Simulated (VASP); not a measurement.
C:

```
CELL_PARAMETERS angstrom
0.00000 1.76587 1.76587
1.76587 0.00000 1.76587
1.76587 1.76587 0.00000
ATOMIC_POSITIONS crystal
C 0.00000 0.00000 0.00000
C 0.25000 0.25000 0.25000
```

Base run:

| Quantity | Value |
| --- | --- |
| Program | VASP 6.6.1 |
| Functional | LDA |
| Potentials or basis | VASP PAW LDA potentials, release 64 (C_h) |
| Cutoff | 910 eV |
| k mesh | 12 × 12 × 12 |
| Occupations | gaussian, width 0.02 eV |
| Spin | no spin polarisation |

Its results: band gap on the k mesh 4.20 eV, indirect (least direct gap 5.63 eV); pressure 0.7 GPa.

Task: The run is repeated on the same cell with these changes: potentials or basis from VASP PAW LDA potentials, release 64 (C_h) to VASP PAW LDA potentials, release 64 (C); cutoff from 910 eV to 520 eV. What comes out?

Result: Band gap on the k mesh 4.20 eV, indirect (least direct gap 5.63 eV); pressure 1.6 GPa.

Caveats: the cutoff is under 1.25 times the usual one of these potentials, so pressure, stress and relaxed cells hold a basis-set (Pulay) error (some runs).

A k mesh can miss the band edges.
